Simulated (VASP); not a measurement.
Here is a VASP 6.6.1 calculation.

File INCAR:

```
ALGO = Normal
EDIFF = 1E-7
EDIFFG = -0.01
ENCUT = 500
GGA = PE
GGA_COMPAT = False
IBRION = 2
ISIF = 4
ISMEAR = 0
LASPH = True
LCHARG = False
LREAL = False
LWAVE = False
NELM = 120
NELMIN = 4
NSW = 60
PREC = Accurate
SIGMA = 0.05
```

KPOINTS

```
k-points
0
Gamma
  10 10 8
```

POSCAR

```
NbP
1.0
    3.4057412668      0.0000000000      0.0000000000
   -1.7028706334      2.9494584557      0.0000000000
    0.0000000000      0.0000000000      6.8139909445
Nb P
2 2
Direct
    0.0000000000      0.0000000000      0.0000000000
    0.0000000000      0.0000000000      0.5000000000
    0.3333333333      0.6666666667      0.2500000000
    0.6666666667      0.3333333333      0.7500000000
```

Potentials or basis: VASP PAW PBE potentials, release 64 (Nb_sv, P).

Launch:

```bash
$ cat potpaw_PBE.64/Nb_sv/POTCAR potpaw_PBE.64/P/POTCAR > POTCAR
$ mpirun -np 1 vasp_std > vasp.out
```

(1) What does it give for the band gap on the k mesh?

Results:

(1) zero (bands 18 and 19 overlap by 0.44 eV).
